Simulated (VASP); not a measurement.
# SiC (Fm-3m) in VASP: notebook, part 2 of 2

VASP 6.6.1. Earlier steps stand in the parts before.

## Step 4: Single point, r2SCAN (7.83 Å³/atom)

This run uses another cell than the first one, of 7.83 Å³/atom.

Input file POSCAR:

```
SiC
1.0
    0.0000000000      1.9856565323      1.9856565323
    1.9856565323      0.0000000000      1.9856565323
    1.9856565323      1.9856565323      0.0000000000
C Si
1 1
Direct
    0.0000000000      0.0000000000      0.0000000000
    0.5000000000      0.5000000000      0.5000000000
```

Input file INCAR.step1:

```
PREC = Accurate
ENCUT = 520
ISMEAR = 0
SIGMA = 0.05
LREAL = False
LASPH = True
NELM = 100
NBANDS = 11
GGA = PE
ALGO = Normal
EDIFF = 1E-4
LWAVE = True
LCHARG = False
```

Input file INCAR.step2:

```
PREC = Accurate
ENCUT = 520
EDIFF = 1E-7
ISMEAR = 0
SIGMA = 0.05
LREAL = False
LASPH = True
NELM = 100
ALGO = Normal
ISIF = 2
LWAVE = False
LCHARG = True
METAGGA = R2SCAN
LMIXTAU = True
LELF = True
LVHAR = True
NBANDS = 11
ISTART = 1
```

Input file KPOINTS:

```
regular mesh
0
Gamma
  20 20 20
```

Potentials or basis: VASP PAW PBE potentials, release 64 (C, Si).

Run with:

```bash
> cat potpaw_PBE.64/C/POTCAR potpaw_PBE.64/Si/POTCAR > POTCAR
> cp INCAR.step1 INCAR
> mpirun -np 1 vasp_std > vasp.out
> cp INCAR.step2 INCAR
> mpirun -np 1 vasp_std > vasp.out
```

OUTCAR:

```text
PREC = Accurate
   ENCUT = 520
   EDIFF = 1E-7
   ISMEAR = 0
   LREAL = False
   LASPH = True
   NELM = 100
   ISIF = 2
   METAGGA = R2SCAN
   ISTART = 1

 ion  position               nearest neighbor table
   1  0.000  0.000  0.000-   2 1.99   2 1.99   2 1.99   2 1.99   2 1.99   2 1.99
   2  0.500  0.500  0.500-   1 1.99   1 1.99   1 1.99   1 1.99   1 1.99   1 1.99

  LATTYP: Found a face centered cubic cell.
 ALAT       =     3.9713130646

  Lattice vectors:

 A1 = (   0.0000000000,   1.9856565323,   1.9856565323)
 A2 = (   1.9856565323,   0.0000000000,   1.9856565323)
 A3 = (   1.9856565323,   1.9856565323,   0.0000000000)

Analysis of symmetry for initial positions (statically):
=====================================================================
 Subroutine PRICEL returns:
 Original cell was already a primitive cell.

 Routine SETGRP: Setting up the symmetry group for a
 face centered cubic supercell.

 Subroutine GETGRP returns: Found 48 space group operations
 (whereof 48 operations were pure point group operations)
 out of a pool of 48 trial point group operations.

The static configuration has the point symmetry O_h .

Analysis of symmetry for dynamics (positions and initial velocities):
=====================================================================
 Subroutine PRICEL returns:
 Original cell was already a primitive cell.

 Routine SETGRP: Setting up the symmetry group for a
 face centered cubic supercell.

 Subroutine GETGRP returns: Found 48 space group operations
 (whereof 48 operations were pure point group operations)
 out of a pool of 48 trial point group operations.

The dynamic configuration has the point symmetry O_h .

 Subroutine INISYM returns: Found 48 space group operations
 (whereof 48 operations are pure point group operations),
 and found     1 'primitive' translations

----------------------------------------------------------------------------------------

                                     Primitive cell

  volume of cell :      15.6582

  direct lattice vectors                    reciprocal lattice vectors
[... 117 lines left out ...]
   LRPA    =     F    only Hartree local field effects (RPA)
 non-spin polarized calculation
 Gauss-broadening in eV      SIGMA  =   0.05
  energy-cutoff  :      520.00
  volume of cell :       15.66
 maximum number of plane-waves:       444
 NGX is ok and might be reduce to    24
   NGX = 11   NGY = 11   NGZ = 11

 number of electron       8.0000000 magnetization

 Free energy of the ion-electron system (eV)
  ---------------------------------------------------
  ext. energy  EPLUGINS =         0.00000000
  ---------------------------------------------------
  free energy    TOTEN  =       -17.63269538 eV

  energy without entropy =      -17.63244780  energy(sigma->0) =      -17.63257159

 E-fermi :  13.3457     XC(G=0): -13.7086

 val. band max:       13.3359735436   @ k =   0.0000   0.0000   0.0000
 cond. band min:      13.3611419196   @ k =  -0.0500   0.0500   0.0000
 fundamental gap:      0.0251683760
 Fermi energy:        13.3457050740

 k-point     1 :       0.0000    0.0000    0.0000
  band No.  band energies     occupation
      1      -6.8172      2.00000
      2      13.3360      1.21689
      3      13.3360      1.21689
      4      13.3360      1.21688
      5      22.5863      0.00000
      6      22.7470      0.00000
      7      22.7470      0.00000
      8      22.7470      0.00000
      9      27.8334      0.00000
     10      27.8334      0.00000
     11      27.8334      0.00000
[... 309 lines left out ...]
 k-point    24 :      -0.3500    0.0500    0.0000
  band No.  band energies     occupation
      1      -3.3017      2.00000
      2       3.7548      2.00000
      3      11.5552      2.00000
      4      12.3525      2.00000
      5      19.7398      0.00000
      6      19.9630      0.00000
      7      20.6087      0.00000
      8      25.5297      0.00000
      9      28.4926      0.00000
     10      29.2202      0.00000
     11      31.1706      0.00000

 [... further k-points ...]

------------------------ aborting loop because EDIFF is reached ----------------------------------------

  FORCE on cell =-STRESS in cart. coord.  units (eV):
  Direction    XX          YY          ZZ          XY          YZ          ZX
  --------------------------------------------------------------------------------------
  -------------------------------------------------------------------------------------
  Total        1.2229345      1.2229345      1.2229345      0.0000000      0.0000000     -0.0000000
  in kB      125.1328632    125.1328632    125.1328632      0.0000000      0.0000000     -0.0000000
  external PRESSURE =     125.1328632 kB  Pullay stress =       0.0000000 kB

 VOLUME and BASIS-vectors are now :
 -----------------------------------------------------------------------------
  energy-cutoff  :      520.00
  volume of cell :       15.66
      direct lattice vectors                 reciprocal lattice vectors
     0.000000000  1.985656532  1.985656532    -0.251805885  0.251805885  0.251805885
     1.985656532  0.000000000  1.985656532     0.251805885 -0.251805885  0.251805885
     1.985656532  1.985656532  0.000000000     0.251805885  0.251805885 -0.251805885

 POSITION                                       TOTAL-FORCE (eV/Angst)
 -----------------------------------------------------------------------------------
      0.00000      0.00000      0.00000         0.000000     -0.000000     -0.000000
      1.98566      1.98566      1.98566        -0.000000      0.000000      0.000000
 -----------------------------------------------------------------------------------
    total drift:                                0.000000     -0.000000     -0.000000

  FREE ENERGIE OF THE ION-ELECTRON SYSTEM (eV)
  ---------------------------------------------------
  free  energy   TOTEN  =       -17.6326953823 eV

  energy  without entropy=      -17.6324478022  energy(sigma->0) =      -17.63257159
```

OUTCAR.step1:

```text
PREC = Accurate
   ENCUT = 520
   ISMEAR = 0
   LREAL = False
   LASPH = True
[... 558 lines left out ...]
      0.00000      0.00000      0.00000        -0.000000      0.000000     -0.000000
      1.98566      1.98566      1.98566         0.000000     -0.000000      0.000000
 -----------------------------------------------------------------------------------
    total drift:                                0.000000     -0.000000     -0.000000

  FREE ENERGIE OF THE ION-ELECTRON SYSTEM (eV)
  ---------------------------------------------------
  free  energy   TOTEN  =       -13.5191472588 eV

  energy  without entropy=      -13.5187833158  energy(sigma->0) =      -13.51896529
```

OSZICAR.step1:

```text
N       E                     dE             d eps       ncg     rms          rms(c)
DAV:   1     0.330029004767E+01    0.33003E+01   -0.42497E+03  5705   0.685E+02
DAV:   2    -0.145372003997E+02   -0.17837E+02   -0.16990E+02  7307   0.104E+02
DAV:   3    -0.150243446923E+02   -0.48714E+00   -0.48603E+00  6807   0.137E+01
DAV:   4    -0.150253749820E+02   -0.10303E-02   -0.10302E-02  6272   0.785E-01
DAV:   5    -0.150253771345E+02   -0.21525E-05   -0.21525E-05  6703   0.336E-02    0.883E+00
DAV:   6    -0.135589593766E+02    0.14664E+01   -0.46560E+00  6037   0.101E+01    0.392E+00
DAV:   7    -0.135193144815E+02    0.39645E-01   -0.40695E-01  6538   0.363E+00    0.151E+00
DAV:   8    -0.135190691683E+02    0.24531E-03   -0.84727E-03  5979   0.598E-01    0.388E-01
DAV:   9    -0.135191369658E+02   -0.67797E-04   -0.14836E-03  6313   0.239E-01    0.136E-01
DAV:  10    -0.135191472588E+02   -0.10293E-04   -0.42178E-05  3179   0.461E-02
   1 F= -.13519147E+02 E0= -.13518965E+02  d E =-.363943E-03
```

Wall time 3.7 min (1 thread of Intel Xeon 8259CL, shared host); peak memory 0.17 GiB.

Results:

```
Free energy            : -17.6327 eV
Pressure               : 12.5 GPa
Band gap on the k mesh : zero (bands 4 and 5 overlap by 0.35 eV)
```

Caveat: the cell stands under pressure; semilocal functionals underestimate gaps, so a narrow gap can read as zero; the PAW data sets were made with another functional, which shifts forces and pressure a little.

## Step 5: Overview

```tsv
cell	gap on the mesh (eV)	pressure (GPa)
a = 2.728 Å, angles 60.0°, 2 atoms	0.38	46.4
a = 2.769 Å, angles 60.0°, 2 atoms	-	27.5
a = 2.808 Å, angles 60.0°, 2 atoms	none	12.5
```

Alike in all rows: task single point; level r2SCAN; potentials or basis VASP PAW PBE potentials, release 64 (C, Si); no spin polarisation; k mesh 20 × 20 × 20; cutoff (eV) 520; smearing gaussian 0.05 eV.

Caveats: the cell stands under pressure; the PAW data sets were made with another functional, which shifts forces and pressure a little; semilocal functionals underestimate gaps, so a narrow gap can read as zero (at least some runs).

Absolute energies hang on the potentials; compare differences alone.
